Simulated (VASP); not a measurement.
Here is a VASP 6.6.1 calculation.

File INCAR:

```
  PREC = Accurate
  ENCUT = 690
  EDIFF = 1E-6
  ISMEAR = -1
  SIGMA = 0.05
  LREAL = F
  LASPH = T
  NELM = 200
  ALGO = Normal
  ISIF = 2
  LWAVE = F
  LCHARG = F
  ISPIN = 2
  MAGMOM = 1
  LORBIT = 11
  NUPDOWN = 1.0
  LMAXMIX = 4
  GGA = PE
  NBANDS = 18
  GGA_COMPAT = F
```

KPOINTS

```
Automatic mesh
0
Gamma
  11 11 11
```

Contents of POSCAR:

```
Co
1.0
   -1.4145745000      1.3929095500      1.3921574700
    1.4429802800     -1.3751271500      1.4027808400
    1.4112696000      1.3718222500     -1.3743750600
Co
1
Direct
    0.0000000000      0.0000000000      0.0000000000
```

Potentials or basis: VASP PAW PBE potentials, release 64 (Co_sv).

Launch:

```sh
$ cat potpaw_PBE.64/Co_sv/POTCAR > POTCAR
$ mpirun -np 1 vasp_std > vasp.out
```

Q: Estimate the pressure.

A: -8.1 GPa.

Stress tensor (GPa, compression positive):
```
 -5.29   0.47  -3.16
  0.47 -10.12  -1.82
 -3.16  -1.82  -9.01
```

Caveat: the cell stands under tension; the total moment is fixed, so each spin has its own Fermi level and the state may be an excited one.
